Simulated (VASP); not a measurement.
Here is a VASP 6.6.1 calculation.

Contents of INCAR:

```
SYSTEM = H4C2O3
PREC = Accurate
ENCUT = 520
EDIFF = 1E-6
ISMEAR = -1
SIGMA = 0.05
LREAL = Auto
LASPH = .TRUE.
NELM = 100
ALGO = Normal
ISIF = 2
LWAVE = .FALSE.
LCHARG = .TRUE.
GGA = PE
IVDW = 12
LELF = .TRUE.
LVHAR = .TRUE.
NBANDS = 64
```

Contents of KPOINTS:

```
Automatic mesh
0
G
  1 1 1
  0 0 0
```

The input POSCAR:

```
H4C2O3
1.0
    6.9437670000      0.0000000000      0.0000000000
    0.0000000000      6.9437670000      0.0000000000
    0.0000000000      0.0000000000      6.9437670000
O C H
9 6 12
Direct
    0.3197975969      0.6474007552      0.4829367114
    0.1978897045      0.4717036156      0.2310273372
    0.3992501477      0.7204734836      0.9972828869
    0.2311137456      0.9678320139      0.8962714331
    0.9745574700      0.8089701167      0.6231199866
    0.7130855629      0.8882066463      0.8261653941
    0.7104501058      0.3270703064      0.2360678289
    1.0034322868      0.2388040958      0.6101875250
    0.3799378637      0.0266570004      0.4110737011
    0.2773134525      0.4836711831      0.3831205742
    0.2341236392      0.8285272245      1.0031010545
    0.7885633259      0.7794472366      0.6998938760
    0.7028461640      0.4570861897      0.1250185958
    1.0212468247      0.3028183405      0.7720593159
    0.5367547615      0.0515282267      0.4850681194
    0.3553690670      0.7634328744      0.4114049334
    0.2996500315      0.3438047388      0.4704362920
    0.5089600501      0.7991771613      0.9174991039
    0.1228871879      0.7912275858      1.1039828957
    1.0476301984      0.8925990748      0.6994186297
    0.7184140827      0.6452117417      0.6307095270
    0.6611396955      0.6111236163      0.1722696052
    0.7538559402      0.4525209443     -0.0328352031
    1.0177040791      0.4602544987      0.8159836008
    1.0478606209      0.2206583257      0.9133370979
    0.5872748898      0.1797727372      0.5846106299
    0.6450389248     -0.0487055513      0.4303283794
```

Potentials or basis: VASP PAW PBE potentials, release 64 (O, C, H).

The run is started by

```sh
$ cat potpaw_PBE.64/O/POTCAR potpaw_PBE.64/C/POTCAR potpaw_PBE.64/H/POTCAR > POTCAR
$ mpirun -np 1 vasp_gam > vasp.out
```

Task: What does it give for the band gap on the k mesh?

Result: 2.97 eV.

Task: Estimate the pressure.

Result: -1.4 GPa.

Forces in eV/Å, atoms in the order of the input:
```
O    0.944 -1.371  0.551
O   -0.522  0.307 -1.703
O    0.181  0.824  0.057
O   -1.148  0.848 -0.435
O   -4.430 -2.819 -0.543
O    0.925 -2.052 -1.710
O   -0.111 -1.650  0.851
O   -0.119  0.005  0.448
O   -1.076  0.446  0.505
C   -0.107 -1.073  2.142
C    3.373  0.044 -1.345
C    1.381  1.195  0.241
C    0.505  2.860 -1.122
C    0.196  0.411  2.038
C    0.917  1.134 -0.181
H   -0.570  0.550 -0.693
H    0.234  1.390 -0.385
H   -1.609 -0.859  0.864
H   -0.373 -0.694  0.524
H    1.336  2.229  1.597
H    0.509  1.278  0.573
H    0.134 -0.952 -0.270
H   -0.468 -0.357  0.698
H   -0.050  0.008 -0.989
H   -0.258 -0.192 -1.297
H   -0.840 -1.377 -0.924
H    1.046 -0.132  0.508
```

Caveat: the k points lie up to 0.90 Å⁻¹ apart.
